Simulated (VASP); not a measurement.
# GaN in VASP: notebook, part 2 of 2

VASP 6.6.1. The steps go on from the part before.

### Step 3. Single point, LDA (equal xy, yz and zx engineering shears of -0.5 %)

Input file INCAR:

```
SYSTEM = GaN
PREC     = Accurate       ! precision mode
ENCUT    = 520            ! plane-wave cutoff, eV
EDIFF    = 1E-6           ! SCF threshold, eV
ISMEAR   = 0              ! smearing method
SIGMA    = 0.01           ! smearing width, eV
LREAL    = .False.        ! projectors in reciprocal space
LASPH    = .True.         ! aspherical terms in the spheres
NELM     = 60             ! most SCF steps
ALGO     = Normal         ! electronic algorithm
ISIF     = 2              ! what is computed and relaxed
LWAVE    = .False.        ! write WAVECAR
LCHARG   = .False.        ! write CHGCAR
NBANDS   = 26             ! bands
```

Input file KPOINTS:

```
Automatic mesh
0
Gamma
  8 8 4
  0 0 0
```

Input file POSCAR:

```
GaN
1.0
    3.1518145673     -0.0078795364     -0.0078795364
   -1.5827311624      2.7334912515     -0.0028841105
   -0.0128459943     -0.0128459943      5.1383977362
Ga N
2 2
Direct
    0.3341240491      0.6670621172     -0.0006967477
    0.6669602903      0.3337317015      0.4993030551
    0.3336731586      0.6662774542      0.3757016186
    0.6652425019      0.3329287272      0.8756920741
```

Potentials or basis: VASP PAW LDA potentials, release 64 (Ga_d, N).

Started as:

```console
> cat potpaw_LDA.64/Ga_d/POTCAR potpaw_LDA.64/N/POTCAR > POTCAR
> mpirun -np 1 vasp_std > vasp.out
```

OUTCAR:

```text
SYSTEM = GaN
   PREC = Accurate
   ENCUT = 520
   EDIFF = 1E-6
   ISMEAR = 0
   LREAL = .False.
   LASPH = .True.
   NELM = 60
   ISIF = 2

 ion  position               nearest neighbor table
   1  0.334  0.667  0.999-   4 1.93   4 1.93   4 1.93   3 1.93
   2  0.667  0.334  0.499-   3 1.93   3 1.93   3 1.93   4 1.93
   3  0.334  0.666  0.376-   2 1.93   2 1.93   2 1.93   1 1.93
   4  0.665  0.333  0.876-   1 1.93   1 1.93   1 1.93   2 1.93

  LATTYP: Found a triclinic cell.
 ALAT       =     3.1450115754
 B/A-ratio  =     1.0021693690
 C/A-ratio  =     1.6338349567
 COS(alpha) =     0.0049936876
 COS(beta)  =     0.0068363024
 COS(gamma) =     0.4967506424

  Lattice vectors:

 A1 = (   1.5690834049,   2.7256117151,  -0.0107636469)
 A2 = (   3.1518145673,  -0.0078795364,  -0.0078795364)
 A3 = (   0.0128459943,   0.0128459943,  -5.1383977362)

Analysis of symmetry for initial positions (statically):
=====================================================================
 Subroutine PRICEL returns:
 Original cell was already a primitive cell.

 Routine SETGRP: Setting up the symmetry group for a
 triclinic supercell.

 Subroutine GETGRP returns: Found  1 space group operations
 (whereof  1 operations were pure point group operations)
 out of a pool of  2 trial point group operations.

The static configuration has the point symmetry C_1 .

Analysis of symmetry for dynamics (positions and initial velocities):
=====================================================================
 Subroutine PRICEL returns:
 Original cell was already a primitive cell.

 Routine SETGRP: Setting up the symmetry group for a
 triclinic supercell.

 Subroutine GETGRP returns: Found  1 space group operations
 (whereof  1 operations were pure point group operations)
 out of a pool of  2 trial point group operations.

The dynamic configuration has the point symmetry C_1 .

 Subroutine INISYM returns: Found  1 space group operations
 (whereof  1 operations are pure point group operations),
 and found     1 'primitive' translations

----------------------------------------------------------------------------------------

                                     Primitive cell

  volume of cell :      44.2050

  direct lattice vectors                    reciprocal lattice vectors
     3.151814567 -0.007879536 -0.007879536     0.317740629  0.183977765  0.001254296
    -1.582731162  2.733491251 -0.002884110     0.000918208  0.366365147  0.000918208
    -0.012845994 -0.012845994  5.138397736     0.000487758  0.000487758  0.194615634

  length of vectors
     3.151834266  3.158642220  5.138429851     0.367162769  0.366367449  0.194616856

  position of ions in fractional coordinates (direct lattice)
     0.334124049  0.667062117  0.999303252
     0.666960290  0.333731701  0.499303055
     0.333673159  0.666277454  0.375701619
     0.665242502  0.332928727  0.875692074

  ion indices of the primitive-cell ions
   primitive index   ion index
                 1           1
                 2           2
                 3           3
                 4           4

----------------------------------------------------------------------------------------

 KPOINTS: Automatic mesh

Automatic generation of k-mesh.
 Grid dimensions read from file:
 generate k-points for:    8    8    4

 Generating k-lattice:

  Cartesian coordinates                     Fractional coordinates (reciprocal lattice)
     0.039717579  0.022997221  0.000156787     0.125000000 -0.000000000  0.000000000
     0.000114776  0.045795643  0.000114776    -0.000000000  0.125000000  0.000000000
     0.000121940  0.000121940  0.048653908     0.000000000 -0.000000000  0.250000000

  Length of vectors
     0.045895346  0.045795931  0.048654214

  Shift w.r.t. Gamma in fractional coordinates (k-lattice)
     0.000000000  0.000000000  0.000000000

 Subroutine IBZKPT returns following result:
 ===========================================

 Found    132 irreducible k-points:

 Following reciprocal coordinates:
            Coordinates               Weight
  0.000000  0.000000  0.000000      1.000000
  0.125000 -0.000000 -0.000000      2.000000
  0.250000 -0.000000 -0.000000      2.000000
  0.375000 -0.000000 -0.000000      2.000000
  0.500000 -0.000000 -0.000000      1.000000
  0.000000  0.125000 -0.000000      2.000000
[... 16 lines left out ...]
  0.125000  0.375000 -0.000000      2.000000
  0.250000  0.375000 -0.000000      2.000000
 [... further k-points ...]
   k-points           NKPTS =    132   k-points in BZ     NKDIM =    132   number of bands    NBANDS=     26
   number of dos      NEDOS =    301   number of ions     NIONS =      4
   total plane-waves  NPLWV =  23040
   dimension x,y,z NGX =    24 NGY =   24 NGZ =   40
   dimension x,y,z NGXF=    48 NGYF=   48 NGZF=   80
   ions per type =               2   2
   NGX,Y,Z   is equivalent  to a cutoff of  12.66, 12.63, 12.94 a.u.
   NGXF,Y,Z  is equivalent  to a cutoff of  25.32, 25.26, 25.88 a.u.
 SYSTEM =  GaN
   PREC   = accura    normal or accurate (medium, high low for compatibility)
   ISTART =      0    job   : 0-new  1-cont  2-samecut
   ICHARG =      2    charge: 1-file 2-atom 10-const
   ISPIN  =      1    spin polarized calculation?
   LNONCOLLINEAR =      F non collinear calculations
   LSORBIT =      F    spin-orbit coupling
   LASPH  =      T    aspherical Exc in radial PAW
   ENCUT  =  520.0 eV  38.22 Ry    6.18 a.u.   5.86  5.87  9.55*2*pi/ulx,y,z
   NELM   =     60;   NELMIN=  2; NELMDL= -5     # of ELM steps
   EDIFF  = 0.1E-05   stopping-criterion for ELM
   LREAL  =      F    real-space projection
   EDIFFG = 0.1E-04   stopping-criterion for IOM
   NSW    =      0    number of steps for IOM
   IBRION =     -1    ionic relax: 0-MD 1-quasi-New 2-CG
   NFREE  =      0    steps in history (QN), initial steepest desc. (CG)
   ISIF   =      2    stress and relaxation
   ISYM   =      2    0-nonsym 1-usesym 2-fastsym
   POTIM  = 0.5000    time-step for ionic-motion
   TEBEG  =    0.0;   TEEND  =   0.0 temperature during run
   PSTRESS=    0.0 pullay stress
   NELECT =      36.0000    total number of electrons
   NUPDOWN=      -1.0000    fix difference up-down
   EMIN   =  10.00;   EMAX   =-10.00  energy-range for DOS
   EFERMI =   0.00;   METHOD = LEGACY
   ISMEAR =     0;   SIGMA  =   0.01  broadening in eV -4-tet -1-fermi 0-gaus
   EFERMI_NEDOS =   21; number of points for ismear=-14 and -15
   IALGO  =     38    algorithm
   IMIX   =      4    mixing-type and parameters
     AMIX     =   0.40;   BMIX     =  1.00
     AMIX_MAG =   1.60;   BMIX_MAG =  1.00
  volume/ion in A,a.u.               =      11.05        74.58
  Fermi-wavevector in a.u.,A,eV,Ry     =   1.528804  2.889021 31.800106  2.337242
  Thomas-Fermi vector in A             =   2.636512
   LORBIT       =      0    0 simple, 1 ext, 2 COOP (PROOUT), +10 PAW based schemes
   GGA     = CA    functional components
   LHFCALC =     F    Hartree Fock is set to
   AEXX    =    0.0000 exact exchange contribution
   IVDW    =     0    specifies the selected vdW correction
   LEPSILON=     F    determine dielectric tensor
   LRPA    =     F    only Hartree local field effects (RPA)
 non-spin polarized calculation
 Gauss-broadening in eV      SIGMA  =   0.01
  energy-cutoff  :      520.00
  volume of cell :       44.21
 maximum number of plane-waves:      1201
   NGX = 11   NGY = 11   NGZ = 19

 number of electron      36.0000030 magnetization

 Free energy of the ion-electron system (eV)
  ---------------------------------------------------
  ext. energy  EPLUGINS =         0.00000000
  ---------------------------------------------------
  free energy    TOTEN  =       -27.90831177 eV

  energy without entropy =      -27.90831177  energy(sigma->0) =      -27.90831177

 E-fermi :   5.5064     XC(G=0): -12.2988

 val. band max:        5.4622191396   @ k =   0.0000   0.0000   0.0000
 cond. band min:       7.5861243361   @ k =   0.0000   0.0000   0.0000
 fundamental gap:      2.1239051965
 Fermi energy:         5.5064290534

 k-point     1 :       0.0000    0.0000    0.0000
  band No.  band energies     occupation
      1     -10.7014      2.00000
      2      -9.7200      2.00000
      3      -8.1467      2.00000
      4      -8.1312      2.00000
      5      -8.1268      2.00000
      6      -8.0640      2.00000
[... 685 lines left out ...]
     25      18.0835      0.00000
     26      18.1909      0.00000

 [... further k-points ...]

------------------------ aborting loop because EDIFF is reached ----------------------------------------

  FORCE on cell =-STRESS in cart. coord.  units (eV):
  Direction    XX          YY          ZZ          XY          YZ          ZX
  --------------------------------------------------------------------------------------
  -------------------------------------------------------------------------------------
  Total        0.3016797      0.3032666      0.2974175      0.1571717      0.1315935      0.1316332
  in kB       10.9341551     10.9916690     10.7796716      5.6965710      4.7695059      4.7709475
  external PRESSURE =      10.9018319 kB  Pullay stress =       0.0000000 kB

 VOLUME and BASIS-vectors are now :
 -----------------------------------------------------------------------------
  energy-cutoff  :      520.00
  volume of cell :       44.21
      direct lattice vectors                 reciprocal lattice vectors
     3.151814567 -0.007879536 -0.007879536     0.317740629  0.183977765  0.001254296
    -1.582731162  2.733491251 -0.002884110     0.000918208  0.366365147  0.000918208
    -0.012845994 -0.012845994  5.138397736     0.000487758  0.000487758  0.194615634

 POSITION                                       TOTAL-FORCE (eV/Angst)
 -----------------------------------------------------------------------------------
     -0.01552      1.80794      5.13026         0.001619      0.000611      0.001159
      1.56751      0.90058      2.55940        -0.000449      0.000669      0.000960
     -0.00769      1.81381      1.92595         0.000231     -0.000648     -0.001357
      1.55854      0.89357      4.49345        -0.001400     -0.000632     -0.000762
 -----------------------------------------------------------------------------------
    total drift:                               -0.000269     -0.000061      0.000797

  FREE ENERGIE OF THE ION-ELECTRON SYSTEM (eV)
  ---------------------------------------------------
  free  energy   TOTEN  =       -27.9083117689 eV

  energy  without entropy=      -27.9083117689  energy(sigma->0) =      -27.90831177
```

It took 3.3 min on 1 thread of AMD EPYC 7R13, shared host; peak memory 0.2 GiB.

What came out:

```yaml
Free_energy: -27.9083 eV
Pressure: 1.1 GPa
Band_gap_on_the_k_mesh: 2.12 eV, direct
```

Forces in eV/Å, atoms in the order of the input:
```
Ga   0.002  0.001  0.001
Ga   0.000  0.001  0.001
N    0.000 -0.001 -0.001
N   -0.001 -0.001 -0.001
```

Caveat: the cell differs from its parent crystal (equal xy, yz and zx engineering shears of -0.5 %).
